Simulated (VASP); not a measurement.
# Mg (I4/mmm) in VASP: notebook

The runs below take Mg through single point, with LDA.

Everything below comes from runs of VASP 6.6.1. Logs are shortened: lines on timing, memory, paths and dates and some standing lists are left out, and cuts for length are marked.

## 1. The cell of the first run

It takes space group I4/mmm (No. 139, tetragonal). Conventional cell: a = 3.597 Å, b = 3.597 Å, c = 3.290 Å, α = 90.00°, β = 90.00°, γ = 90.00°. Mg (site symmetry 4/mmm) has 14 Mg at 3.03 to 3.60 Å within 4.0 Å.

## 2. Single point, LDA

Input file INCAR:

```
PREC = Accurate ; ENCUT = 520
EDIFF = 1E-7 ; ISMEAR = -1
SIGMA = 0.05 ; LREAL = False
LASPH = True ; NELM = 100
ALGO = Normal ; ISIF = 2
LWAVE = False ; LCHARG = False
NBANDS = 7
```

Input file KPOINTS:

```
regular mesh
0
Gamma
  11 11 11
```

Input file POSCAR:

```
Mg
1.0
   -1.7985118965      1.7985118965      1.6451208489
    1.7985118965     -1.7985118965      1.6451208489
    1.7985118965      1.7985118965     -1.6451208489
Mg
1
Direct
    0.0000000000      0.0000000000      0.0000000000
```

Potentials or basis: VASP PAW LDA potentials, release 64 (Mg).

Command:

```sh
$ cat potpaw_LDA.64/Mg/POTCAR > POTCAR
$ mpirun -np 1 vasp_std > vasp.out
```

OUTCAR:

```text
PREC = Accurate
   ENCUT = 520
   EDIFF = 1E-7
   ISMEAR = -1
   LREAL = False
   LASPH = True
   NELM = 100
   ISIF = 2

 ion  position               nearest neighbor table
   1  0.000  0.000  0.000-

  LATTYP: Found a body centered tetragonal cell.
 ALAT       =     3.5970237930
 C/A-ratio  =     0.9147122419

  Lattice vectors:

 A1 = (  -1.7985118965,   1.7985118965,   1.6451208489)
 A2 = (   1.7985118965,  -1.7985118965,   1.6451208489)
 A3 = (   1.7985118965,   1.7985118965,  -1.6451208489)

Analysis of symmetry for initial positions (statically):
=====================================================================
 Subroutine PRICEL returns:
 Original cell was already a primitive cell.

 Routine SETGRP: Setting up the symmetry group for a
 body centered tetragonal supercell.

 Subroutine GETGRP returns: Found 16 space group operations
 (whereof 16 operations were pure point group operations)
 out of a pool of 16 trial point group operations.

The static configuration has the point symmetry D_4h.

Analysis of symmetry for dynamics (positions and initial velocities):
=====================================================================
 Subroutine PRICEL returns:
 Original cell was already a primitive cell.

 Routine SETGRP: Setting up the symmetry group for a
 body centered tetragonal supercell.

 Subroutine GETGRP returns: Found 16 space group operations
 (whereof 16 operations were pure point group operations)
 out of a pool of 16 trial point group operations.

The dynamic configuration has the point symmetry D_4h.

 Subroutine INISYM returns: Found 16 space group operations
 (whereof 16 operations are pure point group operations),
 and found     1 'primitive' translations

----------------------------------------------------------------------------------------

                                     Primitive cell

  volume of cell :      21.2855

  direct lattice vectors                    reciprocal lattice vectors
    -1.798511896  1.798511896  1.645120849     0.000000000  0.278007613  0.303929040
     1.798511896 -1.798511896  1.645120849     0.278007613  0.000000000  0.303929040
     1.798511896  1.798511896 -1.645120849     0.278007613  0.278007613  0.000000000

  length of vectors
     3.029143888  3.029143888  3.029143888     0.411899374  0.411899374  0.393162137

  position of ions in fractional coordinates (direct lattice)
     0.000000000  0.000000000  0.000000000

  ion indices of the primitive-cell ions
   primitive index   ion index
                 1           1

----------------------------------------------------------------------------------------

 KPOINTS: regular mesh

Automatic generation of k-mesh.
 Grid dimensions read from file:
 generate k-points for:   11   11   11

 Generating k-lattice:

  Cartesian coordinates                     Fractional coordinates (reciprocal lattice)
     0.000000000  0.025273419  0.027629913     0.090909091  0.000000000  0.000000000
     0.025273419  0.000000000  0.027629913     0.000000000  0.090909091  0.000000000
     0.025273419  0.025273419  0.000000000     0.000000000  0.000000000  0.090909091

  Length of vectors
     0.037445398  0.037445398  0.035742012

  Shift w.r.t. Gamma in fractional coordinates (k-lattice)
     0.000000000  0.000000000  0.000000000

 Subroutine IBZKPT returns following result:
 ===========================================

 Found    126 irreducible k-points:

 Following reciprocal coordinates:
            Coordinates               Weight
  0.000000  0.000000  0.000000      1.000000
  0.090909  0.000000 -0.000000      8.000000
  0.181818 -0.000000  0.000000      8.000000
  0.272727 -0.000000  0.000000      8.000000
  0.363636  0.000000  0.000000      8.000000
  0.454545 -0.000000  0.000000      8.000000
[... 16 lines left out ...]
 -0.272727  0.181818 -0.000000     16.000000
 -0.181818  0.181818  0.000000      4.000000
 [... further k-points ...]
   k-points           NKPTS =    126   k-points in BZ     NKDIM =    126   number of bands    NBANDS=      7
   number of dos      NEDOS =    301   number of ions     NIONS =      1
   total plane-waves  NPLWV =  13824
   dimension x,y,z NGX =    24 NGY =   24 NGZ =   24
   dimension x,y,z NGXF=    48 NGYF=   48 NGZF=   48
   ions per type =               1
   NGX,Y,Z   is equivalent  to a cutoff of  13.17, 13.17, 13.17 a.u.
   NGXF,Y,Z  is equivalent  to a cutoff of  26.34, 26.34, 26.34 a.u.
 SYSTEM =  unknown system
   PREC   = accura    normal or accurate (medium, high low for compatibility)
   ISTART =      0    job   : 0-new  1-cont  2-samecut
   ICHARG =      2    charge: 1-file 2-atom 10-const
   ISPIN  =      1    spin polarized calculation?
   LNONCOLLINEAR =      F non collinear calculations
   LSORBIT =      F    spin-orbit coupling
   LASPH  =      T    aspherical Exc in radial PAW
   ENCUT  =  520.0 eV  38.22 Ry    6.18 a.u.   5.63  5.63  5.63*2*pi/ulx,y,z
   NELM   =    100;   NELMIN=  2; NELMDL= -5     # of ELM steps
   EDIFF  = 0.1E-06   stopping-criterion for ELM
   LREAL  =      F    real-space projection
   EDIFFG = 0.1E-05   stopping-criterion for IOM
   NSW    =      0    number of steps for IOM
   IBRION =     -1    ionic relax: 0-MD 1-quasi-New 2-CG
   NFREE  =      0    steps in history (QN), initial steepest desc. (CG)
   ISIF   =      2    stress and relaxation
   ISYM   =      2    0-nonsym 1-usesym 2-fastsym
   POTIM  = 0.5000    time-step for ionic-motion
   TEBEG  =    0.0;   TEEND  =   0.0 temperature during run
   PSTRESS=    0.0 pullay stress
   NELECT =       2.0000    total number of electrons
   NUPDOWN=      -1.0000    fix difference up-down
   EMIN   =  10.00;   EMAX   =-10.00  energy-range for DOS
   EFERMI =   0.00;   METHOD = LEGACY
   ISMEAR =    -1;   SIGMA  =   0.05  broadening in eV -4-tet -1-fermi 0-gaus
   EFERMI_NEDOS =   21; number of points for ismear=-14 and -15
   IALGO  =     38    algorithm
   IMIX   =      4    mixing-type and parameters
     AMIX     =   0.40;   BMIX     =  1.00
     AMIX_MAG =   1.60;   BMIX_MAG =  1.00
  volume/ion in A,a.u.               =      21.29       143.64
  Fermi-wavevector in a.u.,A,eV,Ry     =   0.744258  1.406443  7.536533  0.553920
  Thomas-Fermi vector in A             =   1.839567
   LORBIT       =      0    0 simple, 1 ext, 2 COOP (PROOUT), +10 PAW based schemes
   GGA     = CA    functional components
   LHFCALC =     F    Hartree Fock is set to
   AEXX    =    0.0000 exact exchange contribution
   IVDW    =     0    specifies the selected vdW correction
   LEPSILON=     F    determine dielectric tensor
   LRPA    =     F    only Hartree local field effects (RPA)
 non-spin polarized calculation
  energy-cutoff  :      520.00
  volume of cell :       21.29
 maximum number of plane-waves:       586
   NGX = 11   NGY = 11   NGZ = 11

 number of electron       2.0000000 magnetization

 Free energy of the ion-electron system (eV)
  ---------------------------------------------------
  ext. energy  EPLUGINS =         0.00000000
  ---------------------------------------------------
  free energy    TOTEN  =        -1.78339103 eV

  energy without entropy =       -1.77995823  energy(sigma->0) =       -1.78167463

 E-fermi :   2.9166     XC(G=0):  -8.9290

 val. band max:        2.8715742254   @ k =   0.3636   0.3636   0.0000
 cond. band min:       2.9448556272   @ k =  -0.2727  -0.4545   0.2727
 fundamental gap:      0.0732814018
 Fermi energy:         2.9165622650

 k-point     1 :       0.0000    0.0000    0.0000
  band No.  band energies     occupation
      1      -4.3744      2.00000
      2      15.1472      0.00000
      3      17.0554      0.00000
      4      17.0554      0.00000
      5      17.4700      0.00000
      6      17.8004      0.00000
      7      17.8004      0.00000

 k-point     2 :       0.0909    0.0000   -0.0000
  band No.  band energies     occupation
      1      -4.1632      2.00000
      2      14.3765      0.00000
      3      14.8954      0.00000
      4      16.0408      0.00000
      5      16.2289      0.00000
      6      18.1691      0.00000
      7      18.8289      0.00000

 k-point     3 :       0.1818   -0.0000    0.0000
  band No.  band energies     occupation
      1      -3.5325      2.00000
      2      11.5706      0.00000
      3      13.2397      0.00000
      4      14.5893      0.00000
      5      14.9925      0.00000
      6      16.9736      0.00000
      7      19.6187      0.00000

 k-point     4 :       0.2727   -0.0000    0.0000
  band No.  band energies     occupation
      1      -2.4915      2.00000
      2       8.4087      0.00000
      3      12.3078      0.00000
      4      13.4272      0.00000
      5      14.0250      0.00000
      6      15.9451      0.00000
      7      20.3324      0.00000

 k-point     5 :       0.3636    0.0000    0.0000
  band No.  band energies     occupation
      1      -1.0557      2.00000
      2       5.5460      0.00000
      3      11.6634      0.00000
      4      12.6489      0.00000
      5      13.3810      0.00000
      6      15.1761      0.00000
      7      21.2478      0.00000
[... 161 lines left out ...]
 k-point    22 :      -0.3636    0.1818    0.0000
  band No.  band energies     occupation
      1      -2.0187      2.00000
      2       7.7579      0.00000
      3       9.4341      0.00000
      4      13.1943      0.00000
      5      15.8106      0.00000
      6      18.6018      0.00000
      7      20.6117      0.00000

 k-point    23 :      -0.2727    0.1818   -0.0000
  band No.  band energies     occupation
      1      -3.0173      2.00000
      2       8.8418      0.00000
      3      12.4733      0.00000
      4      14.3916      0.00000
      5      16.3889      0.00000
      6      17.6238      0.00000
      7      19.3557      0.00000

 k-point    24 :      -0.1818    0.1818    0.0000
  band No.  band energies     occupation
      1      -3.6070      2.00000
      2      10.1999      0.00000
      3      15.1102      0.00000
      4      15.4373      0.00000
      5      16.4638      0.00000
      6      16.8733      0.00000
      7      18.4151      0.00000

 [... further k-points ...]

------------------------ aborting loop because EDIFF is reached ----------------------------------------

  FORCE on cell =-STRESS in cart. coord.  units (eV):
  Direction    XX          YY          ZZ          XY          YZ          ZX
  --------------------------------------------------------------------------------------
  -------------------------------------------------------------------------------------
  Total        0.0269564      0.0269564      0.0918999      0.0000000      0.0000000     -0.0000000
  in kB        2.0290274      2.0290274      6.9173733      0.0000000      0.0000000     -0.0000000
  external PRESSURE =       3.6584761 kB  Pullay stress =       0.0000000 kB

 VOLUME and BASIS-vectors are now :
 -----------------------------------------------------------------------------
  energy-cutoff  :      520.00
  volume of cell :       21.29
      direct lattice vectors                 reciprocal lattice vectors
    -1.798511896  1.798511896  1.645120849     0.000000000  0.278007613  0.303929040
     1.798511896 -1.798511896  1.645120849     0.278007613  0.000000000  0.303929040
     1.798511896  1.798511896 -1.645120849     0.278007613  0.278007613  0.000000000

 POSITION                                       TOTAL-FORCE (eV/Angst)
 -----------------------------------------------------------------------------------
      0.00000      0.00000      0.00000         0.000000     -0.000000      0.000000
 -----------------------------------------------------------------------------------
    total drift:                               -0.000000      0.000000      0.000000

  FREE ENERGIE OF THE ION-ELECTRON SYSTEM (eV)
  ---------------------------------------------------
  free  energy   TOTEN  =        -1.7833910293 eV

  energy  without entropy=       -1.7799582287  energy(sigma->0) =       -1.78167463
```

It took 22 s on 1 thread of AMD EPYC 7R13, shared host; peak memory 0.11 GiB.

Results:

* Free energy: -1.7834 eV
* Pressure: 0.4 GPa
* Band gap on the k mesh: zero (bands 1 and 2 overlap by 4.43 eV)

Levels at points of the mesh, in eV from the Fermi level:
```csv
k point,band 1,band 2,band 3,band 4,band 5
"(0.00, 0.00, 0.00)",-7.29,12.23,14.14,14.14,14.55
```

(Part 1 of 2 ends here.)
